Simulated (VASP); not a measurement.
Input of a VASP 6.6.1 run:

File INCAR:

```
SYSTEM = Ni
ALGO = Normal ; EDIFF = 1E-6
ENCUT = 520 ; GGA = PS
ISIF = 2 ; ISMEAR = -1
ISPIN = 2 ; LASPH = .TRUE.
LCHARG = .FALSE. ; LMAXMIX = 4
LORBIT = 11 ; LREAL = .FALSE.
LWAVE = .FALSE. ; MAGMOM = 1.44
NBANDS = 15 ; NELM = 150
NUPDOWN = 1.44 ; PREC = Accurate
SIGMA = 0.1
```

The input KPOINTS:

```
k-points
0
G
  15 15 15
  0 0 0
```

File POSCAR:

```
Ni
1.0
    0.0000000000      1.7716500000      1.7716500000
    1.7716500000      0.0000000000      1.7716500000
    1.7716500000      1.7716500000      0.0000000000
Ni
1
Direct
    0.0000000000      0.0000000000      0.0000000000
```

Potentials or basis: VASP PAW PBE potentials, release 64 (Ni).

Launch:

```bash
$ cat potpaw_PBE.64/Ni/POTCAR > POTCAR
$ mpirun -np 1 vasp_std > vasp.out
```

(1) Predict the pressure.

## Answers

(1) -3.0 GPa.

Caveat: the PAW data sets were made with another functional, which shifts forces and pressure a little; the total moment is fixed, so each spin has its own Fermi level.
